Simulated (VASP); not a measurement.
## GaN: dielectric tensor with PBE

The system is GaN.

```
Ga N
1.0
     0.00000    2.10852    2.10852
     2.10852    0.00000    2.10852
     2.10852    2.10852    0.00000
Ga N
1 1
Direct
  0.50000 0.50000 0.50000
  0.00000 0.00000 0.00000
```

```yaml
Program: VASP 6.6.1
Task: dielectric tensor
Functional: PBE
Potentials_or_basis: VASP PAW PBE potentials, release 64 (Ga_d, N)
Cutoff: 520 eV
k_mesh: 8 × 8 × 8
Occupations: gaussian, width 0.01 eV
Spin: no spin polarisation
Dipole_correction: no
Further_INCAR_settings: ALGO = Normal; EDIFF = 1e-08
```

```
Band gap on the k mesh                  : 0.65 eV, indirect (least direct gap 2.83 eV)
Electronic dielectric tensor (diagonal) : 8.28
Born charges (mean of the diagonal)     : Ga +3.58; N -3.58 e
```

Levels at points of the mesh, in eV from the valence-band top:
| k point | band 7 | band 8 | band 9 | band 10 | band 11 | band 12 |
| --- | --- | --- | --- | --- | --- | --- |
| (0.00, 0.00, 0.00) | -0.50 | -0.50 | -0.50 | 2.33 | 14.78 | 14.78 |
| (0.50, 0.00, 0.00) | -8.27 | -0.15 | -0.15 | 4.74 | 9.15 | 9.15 |
| (0.50, 0.50, 0.00) | -7.16 | -3.05 | -3.05 | 0.65 | 7.85 | 12.01 |

Electronic dielectric tensor:
```
8.28 0.00 0.00
0.00 8.28 0.00
0.00 0.00 8.28
```

Born effective charge tensors (e):
atom 1, Ga
```
3.58 0.00 0.00
0.00 3.58 0.00
0.00 0.00 3.58
```
atom 2, N
```
-3.58  0.00  0.00
 0.00 -3.58  0.00
 0.00  0.00 -3.58
```

Wall time 85 s on 1 thread of Intel(R) Xeon(R) Platinum 8488C (Sapphire Rapids), with other jobs on the host, peak memory 0.17 GiB.

Caveat: the gap is small at this level, which inflates the dielectric constant. A k mesh can miss the band edges.
